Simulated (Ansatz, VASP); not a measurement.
## One calculation of Co, two programs

```
Co
1.0
     2.49286    0.00000    0.00000
    -1.24643    2.15888    0.00000
     0.00000    0.00000    4.03247
Co
2
Direct
  0.33333 0.66667 0.25000
  0.66667 0.33333 0.75000
```

Alike in both runs: task single point; functional PBE; k mesh 23 × 23 × 13; occupations fermi-dirac, width 0.05 eV; collinear spin.

```csv
,VASP,Ansatz
version,VASP 6.6.1,Ansatz 0.2.0
potentials or method,"VASP PAW PBE potentials, release 64 (Co)","PAW with Ansatz's default frozen-core files, scalar-relativistic"
plane-wave cutoff (eV),520,420
valence electrons in the cell,18,34
```

Ansatz gave:

```
pressure (GPa)                                                : 0.0
traceless stress, the component that is largest in VASP (GPa) : -0.01
net moment per atom (μB)                                      : 1.60
size of the moment on the site where the two differ most (μB) : 1.68
```

Question: What did VASP give for the same quantities?

Answer: Pressure (GPa): -0.8; traceless stress, the component that is largest in VASP (GPa): -0.07; net moment per atom (μB): 1.59; size of the moment on the site where the two differ most (μB): 1.61.

Site moments also hang on the region over which each program counts them. The functional is the same, so the differences come from potentials, cutoffs and numerics. VASP's potentials hold 18 valence electrons a cell and Ansatz's 34, so a difference there can come from the potentials and not from the codes.
